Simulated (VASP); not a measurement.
# SnO2 (Imm2) in VASP: notebook

SnO2 is run at these levels: PBE; tasks: single point.

Everything below comes from runs of VASP 6.6.1. Logs are shortened: lines on timing, memory, paths and dates and some standing lists are left out, and cuts for length are marked.

### 1 The cell of the first run

Symmetry: Imm2, No. 44, orthorhombic system. The conventional cell has a = 4.053 Å, b = 4.053 Å, c = 10.361 Å, α = 90.00°, β = 90.00°, γ = 90.00°. Sn (site symmetry mm2) has 6 O at 2.06 to 2.10 Å within 2.7 Å. Sn (site symmetry mm2) has 5 O at 2.09 to 2.10 Å within 2.8 Å. O (site symmetry mm2) has 2 Sn at 2.06 Å and 2 O at 2.65 Å within 2.7 Å. O (site symmetry mm2) has 3 Sn at 2.09 to 2.10 Å within 2.8 Å. Within 2.9 Å of O (site symmetry mm2) lie 3 Sn at 2.09 to 2.10 Å and 6 O at 2.58 to 2.87 Å. Within 2.8 Å of O (site symmetry mm2) lie 3 Sn at 2.09 to 2.10 Å and 4 O at 2.58 to 2.65 Å.

### 2 Single point, PBE (atom 3 (O) moved by +0.000 Å along [0 1 0] and -0.880 Å along [0 0 1])

INCAR

```
SYSTEM = SnO2
PREC     = Accurate       ! precision mode
ENCUT    = 520            ! plane-wave cutoff, eV
EDIFF    = 1E-6           ! SCF threshold, eV
ISMEAR   = 0              ! smearing method
SIGMA    = 0.05           ! smearing width, eV
LREAL    = .False.        ! projectors in reciprocal space
LASPH    = .True.         ! aspherical terms in the spheres
NELM     = 80             ! most SCF steps
ALGO     = Normal         ! electronic algorithm
ISIF     = 2              ! what is computed and relaxed
LWAVE    = .False.        ! write WAVECAR
LCHARG   = .True.         ! write CHGCAR
GGA      = PE             ! functional
LELF     = .True.         ! ELF
LVHAR    = .True.       
NBANDS   = 35             ! bands
```

KPOINTS

```
Automatic mesh
0
Gamma
  10 10 10
  0 0 0
```

POSCAR

```
SnO2
1.0
   -2.0262505044      2.0262505044      5.1806864801
    2.0262505044     -2.0262505044      5.1806864801
    2.0262505044      2.0262505044     -5.1806864801
Sn O
2 4
Direct
    0.7500000000      0.2500000000      0.5000000000
    0.0000000000      0.0000000000      0.0000000000
    0.7126672143      0.7126672143      0.0000000000
    0.9524019562      0.4524019562      0.5000000000
    0.2024019562      0.2024019562      0.0000000000
    0.5475980438      0.0475980438      0.5000000000
```

Potentials or basis: VASP PAW PBE potentials, release 64 (Sn_d, O).

The run is started by

```console
$ cat potpaw_PBE.64/Sn_d/POTCAR potpaw_PBE.64/O/POTCAR > POTCAR
$ mpirun -np 1 vasp_std > vasp.out
```

OUTCAR:

```text
SYSTEM = SnO2
   PREC = Accurate
   ENCUT = 520
   EDIFF = 1E-6
   ISMEAR = 0
   LREAL = .False.
   LASPH = .True.
   NELM = 80
   ISIF = 2
   GGA = PE

 ion  position               nearest neighbor table
   1  0.750  0.250  0.500-   3 2.06   3 2.06   5 2.09   5 2.09   4 2.10   6 2.10   2 3.29   2 3.29
                             2 3.29   2 3.29
   2  0.000  0.000  0.000-   6 2.09   4 2.09   6 2.09   4 2.09   5 2.10   1 3.29   1 3.29   1 3.29
                             1 3.29
   3  0.713  0.713  0.000-   1 2.06   1 2.06
   4  0.952  0.452  0.500-   2 2.09   2 2.09   1 2.10
   5  0.202  0.202  0.000-   1 2.09   1 2.09   2 2.10
   6  0.548  0.048  0.500-   2 2.09   2 2.09   1 2.10

  LATTYP: Found a body centered tetragonal cell.
 ALAT       =     4.0525010088
 C/A-ratio  =     2.5567847948

  Lattice vectors:

 A1 = (  -2.0262505044,   2.0262505044,   5.1806864801)
 A2 = (   2.0262505044,  -2.0262505044,   5.1806864801)
 A3 = (   2.0262505044,   2.0262505044,  -5.1806864801)

Analysis of symmetry for initial positions (statically):
=====================================================================
 Subroutine PRICEL returns:
 Original cell was already a primitive cell.

 Routine SETGRP: Setting up the symmetry group for a
 body centered tetragonal supercell.

 Subroutine GETGRP returns: Found  4 space group operations
 (whereof  4 operations were pure point group operations)
 out of a pool of 16 trial point group operations.

The static configuration has the point symmetry C_2v.

Analysis of symmetry for dynamics (positions and initial velocities):
=====================================================================
 Subroutine PRICEL returns:
 Original cell was already a primitive cell.

 Routine SETGRP: Setting up the symmetry group for a
 body centered tetragonal supercell.

 Subroutine GETGRP returns: Found  4 space group operations
 (whereof  4 operations were pure point group operations)
 out of a pool of 16 trial point group operations.

The dynamic configuration has the point symmetry C_2v.

 Subroutine INISYM returns: Found  4 space group operations
 (whereof  4 operations are pure point group operations),
 and found     1 'primitive' translations

----------------------------------------------------------------------------------------

                                     Primitive cell

  volume of cell :      85.0812

  direct lattice vectors                    reciprocal lattice vectors
    -2.026250504  2.026250504  5.180686480     0.000000000  0.246761197  0.096512306
     2.026250504 -2.026250504  5.180686480     0.246761197  0.000000000  0.096512306
     2.026250504  2.026250504 -5.180686480     0.246761197  0.246761197  0.000000000

  length of vectors
     5.920379601  5.920379601  5.920379601     0.264963608  0.264963608  0.348973032

  position of ions in fractional coordinates (direct lattice)
     0.750000000  0.250000000  0.500000000
     0.000000000  0.000000000  0.000000000
     0.712667214  0.712667214  0.000000000
     0.952401956  0.452401956  0.500000000
     0.202401956  0.202401956  0.000000000
     0.547598044  0.047598044  0.500000000

  ion indices of the primitive-cell ions
   primitive index   ion index
                 1           1
                 2           2
                 3           3
                 4           4
                 5           5
                 6           6

----------------------------------------------------------------------------------------

 KPOINTS: Automatic mesh

Automatic generation of k-mesh.
 Grid dimensions read from file:
 generate k-points for:   10   10   10

 Generating k-lattice:

  Cartesian coordinates                     Fractional coordinates (reciprocal lattice)
     0.000000000  0.024676120  0.009651231     0.100000000  0.000000000 -0.000000000
     0.024676120  0.000000000  0.009651231     0.000000000  0.100000000 -0.000000000
     0.024676120  0.024676120  0.000000000     0.000000000  0.000000000  0.100000000

  Length of vectors
     0.026496361  0.026496361  0.034897303

  Shift w.r.t. Gamma in fractional coordinates (k-lattice)
     0.000000000  0.000000000  0.000000000

 Subroutine IBZKPT returns following result:
 ===========================================

 Found    171 irreducible k-points:

 Following reciprocal coordinates:
            Coordinates               Weight
  0.000000  0.000000  0.000000      1.000000
  0.100000 -0.000000  0.000000      4.000000
 -0.000000  0.100000  0.000000      4.000000
  0.200000 -0.000000  0.000000      4.000000
 -0.000000  0.200000  0.000000      4.000000
  0.300000  0.000000  0.000000      4.000000
[... 16 lines left out ...]
 -0.300000  0.100000 -0.000000      8.000000
  0.000000 -0.200000 -0.100000      8.000000
 [... further k-points ...]
   k-points           NKPTS =    171   k-points in BZ     NKDIM =    171   number of bands    NBANDS=     35
   number of dos      NEDOS =    301   number of ions     NIONS =      6
   total plane-waves  NPLWV = 110592
   dimension x,y,z NGX =    48 NGY =   48 NGZ =   48
   dimension x,y,z NGXF=    96 NGYF=   96 NGZF=   96
   ions per type =               2   4
   NGX,Y,Z   is equivalent  to a cutoff of  13.48, 13.48, 13.48 a.u.
   NGXF,Y,Z  is equivalent  to a cutoff of  26.96, 26.96, 26.96 a.u.
 SYSTEM =  SnO2
   PREC   = accura    normal or accurate (medium, high low for compatibility)
   ISTART =      0    job   : 0-new  1-cont  2-samecut
   ICHARG =      2    charge: 1-file 2-atom 10-const
   ISPIN  =      1    spin polarized calculation?
   LNONCOLLINEAR =      F non collinear calculations
   LSORBIT =      F    spin-orbit coupling
   LASPH  =      T    aspherical Exc in radial PAW
   ENCUT  =  520.0 eV  38.22 Ry    6.18 a.u.  11.01 11.01 11.01*2*pi/ulx,y,z
   NELM   =     80;   NELMIN=  2; NELMDL= -5     # of ELM steps
   EDIFF  = 0.1E-05   stopping-criterion for ELM
   LREAL  =      F    real-space projection
[... 7 lines left out ...]
   TEBEG  =    0.0;   TEEND  =   0.0 temperature during run
   PSTRESS=    0.0 pullay stress
   NELECT =      52.0000    total number of electrons
   NUPDOWN=      -1.0000    fix difference up-down
   EMIN   =  10.00;   EMAX   =-10.00  energy-range for DOS
   EFERMI =   0.00;   METHOD = LEGACY
   ISMEAR =     0;   SIGMA  =   0.05  broadening in eV -4-tet -1-fermi 0-gaus
   EFERMI_NEDOS =   21; number of points for ismear=-14 and -15
   IALGO  =     38    algorithm
   IMIX   =      4    mixing-type and parameters
     AMIX     =   0.40;   BMIX     =  1.00
     AMIX_MAG =   1.60;   BMIX_MAG =  1.00
  volume/ion in A,a.u.               =      14.18        95.69
  Fermi-wavevector in a.u.,A,eV,Ry     =   1.389307  2.625409 26.261594  1.930173
  Thomas-Fermi vector in A             =   2.513350
   LORBIT       =      0    0 simple, 1 ext, 2 COOP (PROOUT), +10 PAW based schemes
   GGA     = PE    functional components
   LHFCALC =     F    Hartree Fock is set to
   AEXX    =    0.0000 exact exchange contribution
   IVDW    =     0    specifies the selected vdW correction
   LEPSILON=     F    determine dielectric tensor
   LRPA    =     F    only Hartree local field effects (RPA)
 non-spin polarized calculation
 Gauss-broadening in eV      SIGMA  =   0.05
  energy-cutoff  :      520.00
  volume of cell :       85.08
 maximum number of plane-waves:      2310
 NGX is ok and might be reduce to    48
   NGX = 21   NGY = 21   NGZ = 21

 number of electron      52.0000000 magnetization

 Free energy of the ion-electron system (eV)
  ---------------------------------------------------
  ext. energy  EPLUGINS =         0.00000000
  ---------------------------------------------------
  free energy    TOTEN  =       -35.11356696 eV

  energy without entropy =      -35.11286371  energy(sigma->0) =      -35.11321534

 E-fermi :   4.8515     XC(G=0): -10.2106

 val. band max:        4.8471416723   @ k =  -0.2000  -0.2000   0.2000
 cond. band min:       4.8631587500   @ k =   0.5000   0.5000   0.0000
 fundamental gap:      0.0160170777
 Fermi energy:         4.8514537838

 k-point     1 :       0.0000    0.0000    0.0000
  band No.  band energies     occupation
      1     -17.1817      2.00000
      2     -16.9473      2.00000
      3     -16.5799      2.00000
      4     -16.5452      2.00000
      5     -16.4161      2.00000
      6     -16.3110      2.00000
[... 27 lines left out ...]
     34      15.3129      0.00000
     35      15.7906      0.00000

 k-point     2 :       0.1000   -0.0000    0.0000
  band No.  band energies     occupation
      1     -17.1769      2.00000
      2     -16.9282      2.00000
      3     -16.5801      2.00000
      4     -16.5523      2.00000
      5     -16.4174      2.00000
      6     -16.2971      2.00000
[... 27 lines left out ...]
     34      15.4798      0.00000
     35      15.8000      0.00000

 k-point     3 :      -0.0000    0.1000    0.0000
  band No.  band energies     occupation
      1     -17.1581      2.00000
      2     -16.9462      2.00000
      3     -16.5883      2.00000
      4     -16.5454      2.00000
      5     -16.4175      2.00000
      6     -16.2861      2.00000
[... 27 lines left out ...]
     34      15.5056      0.00000
     35      15.8914      0.00000

 k-point     4 :       0.2000   -0.0000    0.0000
  band No.  band energies     occupation
      1     -17.1660      2.00000
      2     -16.8756      2.00000
      3     -16.5805      2.00000
      4     -16.5707      2.00000
      5     -16.4208      2.00000
      6     -16.2617      2.00000
[... 27 lines left out ...]
     34      15.2916      0.00000
     35      15.9581      0.00000

 k-point     5 :      -0.0000    0.2000    0.0000
  band No.  band energies     occupation
      1     -17.0976      2.00000
      2     -16.9392      2.00000
      3     -16.6115      2.00000
      4     -16.5459      2.00000
      5     -16.4210      2.00000
      6     -16.2210      2.00000
[... 638 lines left out ...]
 k-point    22 :       0.0000   -0.3000   -0.1000
  band No.  band energies     occupation
      1     -16.9763      2.00000
      2     -16.8425      2.00000
      3     -16.6922      2.00000
      4     -16.5498      2.00000
      5     -16.4304      2.00000
      6     -16.1155      2.00000
[... 27 lines left out ...]
     34      14.8807      0.00000
     35      16.0894      0.00000

 k-point    23 :      -0.3000    0.1000   -0.0000
  band No.  band energies     occupation
      1     -17.1215      2.00000
      2     -16.8030      2.00000
      3     -16.6044      2.00000
      4     -16.5792      2.00000
      5     -16.4264      2.00000
      6     -16.2026      2.00000
[... 27 lines left out ...]
     34      14.8146      0.00000
     35      16.1579      0.00000

 k-point    24 :       0.0000   -0.2000   -0.1000
  band No.  band energies     occupation
      1     -17.0009      2.00000
      2     -16.9107      2.00000
      3     -16.6470      2.00000
      4     -16.5497      2.00000
      5     -16.4268      2.00000
      6     -16.1340      2.00000
[... 27 lines left out ...]
     34      14.6854      0.00000
     35      16.0167      0.00000

 [... further k-points ...]

------------------------ aborting loop because EDIFF is reached ----------------------------------------

  FORCE on cell =-STRESS in cart. coord.  units (eV):
  Direction    XX          YY          ZZ          XY          YZ          ZX
  --------------------------------------------------------------------------------------
  -------------------------------------------------------------------------------------
  Total        0.0937193     -0.0614203     -0.3666235      0.0000000      0.0000000      0.0000000
  in kB        1.7648433     -1.1566144     -6.9039445      0.0000000      0.0000000      0.0000000
  external PRESSURE =      -2.0985719 kB  Pullay stress =       0.0000000 kB

 VOLUME and BASIS-vectors are now :
 -----------------------------------------------------------------------------
  energy-cutoff  :      520.00
  volume of cell :       85.08
      direct lattice vectors                 reciprocal lattice vectors
    -2.026250504  2.026250504  5.180686480     0.000000000  0.246761197  0.096512306
     2.026250504 -2.026250504  5.180686480     0.246761197  0.000000000  0.096512306
     2.026250504  2.026250504 -5.180686480     0.246761197  0.246761197  0.000000000

 POSITION                                       TOTAL-FORCE (eV/Angst)
 -----------------------------------------------------------------------------------
      0.00000      2.02625      2.59034         0.000000     -0.000000     -1.061935
      0.00000      0.00000      0.00000         0.000000     -0.000000      1.636799
      0.00000      0.00000      7.38421        -0.000000      0.000000      2.683679
      0.00000      2.02625      4.68751         0.000000     -0.000000     -1.201754
      0.00000      0.00000      2.09716         0.000000     -0.000000     -0.037903
      0.00000      2.02625      0.49318         0.000000     -0.000000     -2.018885
 -----------------------------------------------------------------------------------
    total drift:                                0.000000      0.000000      0.000053

  FREE ENERGIE OF THE ION-ELECTRON SYSTEM (eV)
  ---------------------------------------------------
  free  energy   TOTEN  =       -35.1135669647 eV

  energy  without entropy=      -35.1128637057  energy(sigma->0) =      -35.11321534
```

It took 25 min on 1 thread of Intel Xeon 8259CL, shared host; peak memory 0.6 GiB.

Results:

```
Free energy            : -35.1136 eV
Pressure               : -0.2 GPa
Largest force          : 2.684 eV/Å
Band gap on the k mesh : zero (bands 26 and 27 overlap by 0.33 eV)
```

Forces in eV/Å, atoms in the order of the input:
```
Sn   0.000  0.000 -1.062
Sn   0.000  0.000  1.637
O    0.000  0.000  2.684
O    0.000  0.000 -1.202
O    0.000  0.000 -0.038
O    0.000  0.000 -2.019
```

Stress tensor (GPa, compression positive):
```
 0.18  0.00  0.00
 0.00 -0.12  0.00
 0.00  0.00 -0.69
```

Caveat: the cell differs from its parent crystal (atom 3 (O) moved by +0.000 Å along [0 1 0] and -0.880 Å along [0 0 1]); semilocal functionals underestimate gaps, and a narrow one can read as zero; spin-orbit coupling is left out, which moves the levels of the heavy elements; forces of over 1 eV/Å act on the atoms, so gaps and moduli don't describe the material at rest.

[end of part 1 of 2]
